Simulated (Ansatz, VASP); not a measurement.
Two plane-wave programs on TiSi2

Contents of INCAR:

```
SYSTEM = TiSi2
PREC = Accurate
ENCUT = 520
EDIFF = 1E-7
ISMEAR = -1
SIGMA = 0.05
LREAL = .FALSE.
LASPH = .TRUE.
NELM = 150
ALGO = Normal
ISIF = 2
LWAVE = .FALSE.
LCHARG = .FALSE.
LMAXMIX = 4
LDAU = .TRUE.
LDAUTYPE = 2
LDAUL = 2 -1
LDAUU = 1 0
LDAUJ = 0 0
LDAUPRINT = 1
GGA = PS
NBANDS = 17
```

The input KPOINTS:

```
Automatic mesh
0
G
  7 7 10
  0 0 0
```

POSCAR

```
TiSi2
1.0
    4.3746400000      0.0000000000      0.0000000000
   -2.1873200000      3.7885500000      0.0000000000
    0.0000000000      0.0000000000      2.5610100000
Ti Si
1 2
Direct
    0.0000000000      0.0000000000      0.0000000000
    0.3333300000      0.6666700000      0.5000000000
    0.6666700000      0.3333300000      0.5000000000
```

input.yaml

```yaml
crystal:
  lattice:
    - [4.37464, 0.0, 0.0]
    - [-2.18732, 3.78855, 0.0]
    - [0.0, 0.0, 2.56101]
  atoms:
    - { symbol: Ti, position: [0.0, 0.0, 0.0] }
    - { symbol: Si, position: [0.33333, 0.66667, 0.5] }
    - { symbol: Si, position: [0.66667, 0.33333, 0.5] }
hamiltonian:
  xc: pbesol
  pseudopotentials: { kind: paw }
  hubbard: { sites: [{ species: Ti, l: d, u_eff: 1.0 }] }
kpoints:
  mp_grid: { grid: [7, 7, 10] }
  band_path:
    path:
      - [[0.0, 0.0, 0.0], [0.5, 0.0, 0.0], [0.3333333333, 0.3333333333, 0.0], [0.0, 0.0, 0.0], [0.0, 0.0, 0.5], [0.5, 0.0, 0.5], [0.3333333333, 0.3333333333, 0.5], [0.0, 0.0, 0.5]]
      - [[0.5, 0.0, 0.5], [0.5, 0.0, 0.0]]
      - [[0.3333333333, 0.3333333333, 0.0], [0.3333333333, 0.3333333333, 0.5]]
    npoints: 14
scf:
  occupations: { method: fermi_dirac, width: 0.05 }
  n_extra_bands: 7
output:
  forces: true
  stress: true
  eigenvalues: true
  fatbands: false
```

Alike in both runs: functional PBEsol; k mesh 7 × 7 × 10; occupations fermi-dirac, width 0.05 eV; no spin polarisation; Hubbard terms Ti d U = 1.0 eV.

|  | VASP | Ansatz |
| --- | --- | --- |
| version | VASP 6.6.1 | Ansatz 0.2.0 |
| potentials or method | VASP PAW PBE potentials, release 64 (Ti_sv, Si) | Ansatz PAW |
| plane-wave cutoff (eV) | 520 | 420 |
| valence electrons in the cell | 20 | 20 |
| task | single point | band structure |

VASP gave:

```
gap on the k mesh at the Fermi level (eV)                     : none
pressure (GPa)                                                : -2.8
traceless stress, the component that is largest in VASP (GPa) : -0.68
```

Estimate Ansatz's values.

gap on the k mesh at the Fermi level (eV): none; pressure (GPa): -3.2; traceless stress, the component that is largest in VASP (GPa): -0.97.

VASP's potentials were made for PBE, not for PBEsol. The programs project onto different local orbitals, so the same U acts differently, and such runs can settle in different states. A gap of «none» marks a metal or a gap that the smearing closes.
